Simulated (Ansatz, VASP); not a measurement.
# One calculation of WCl, two programs

```
W Cl
1.0
     2.93829    0.00000    0.00000
    -1.46915    2.54464    0.00000
     0.00000    0.00000    4.66884
W Cl
1 1
Direct
  0.00000 0.00000 0.50000
  0.00000 0.00000 0.00000
```

Alike in both runs: functional PBE; k mesh 7 × 7 × 3; occupations gaussian, width 0.2 eV; no spin polarisation.

Ansatz relaxed the structure, and its values are those at the end. VASP's run is a single point on that final structure, the one shown.

|  | VASP | Ansatz |
| --- | --- | --- |
| version | VASP 6.6.1 | Ansatz 0.2.0 |
| potentials or method | VASP PAW PBE potentials, release 64 (W_sv, Cl), cutoff 500 eV | scalar-relativistic, plane waves, PAW |
| valence electrons in the cell | 21 | 21 |

Ansatz gave:

```
gap on the k mesh at the Fermi level (eV) : none
pressure (GPa)                            : 0.0
```

**Question.** Estimate VASP's values.

**Answer.** gap on the k mesh at the Fermi level (eV): none; pressure (GPa): 0.1.

A gap of «none» marks a metal or a gap that the smearing closes.

The k mesh is coarse, so the values compare programs but aren't converged. Neither program's run includes spin-orbit coupling.
